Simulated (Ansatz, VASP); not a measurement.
# One calculation of ScAl3, two programs

```
Sc Al
1.0
     4.39700    0.00000    0.00000
     0.00000    4.39700    0.00000
     0.00000    0.00000    3.74559
Sc Al
1 3
Direct
  0.00000 0.00000 0.00000
  0.50000 0.00000 0.50000
  0.00000 0.50000 0.50000
  0.50000 0.50000 0.00000
```

Change from the starting cell: strain +0.080 along x and y, -0.080 along z, atoms carried along.

Alike in both runs: task single point; functional PBEsol; k mesh 12 × 12 × 12; occupations gaussian, width 0.15 eV; no spin polarisation.

|  | VASP | Ansatz |
| --- | --- | --- |
| version | VASP 6.6.1 | Ansatz 0.2.0 |
| potentials or method | VASP PAW PBE potentials, release 64 (Sc_sv, Al), cutoff 520 eV | scalar-relativistic, plane waves, PAW |
| valence electrons in the cell | 20 | 20 |

Ansatz gave:

| Item | Value |
| --- | --- |
| gap on the k mesh at the Fermi level (eV) | none |
| pressure (GPa) | -4.2 |
| traceless stress, the component that is largest in VASP (GPa) | 8.69 |

Question: Estimate VASP's values.

Answer: gap on the k mesh at the Fermi level (eV): none; pressure (GPa): -4.0; traceless stress, the component that is largest in VASP (GPa): 8.73.

VASP's potentials were made for PBE, not for PBEsol. A gap of «none» marks a metal or a gap that the smearing closes.
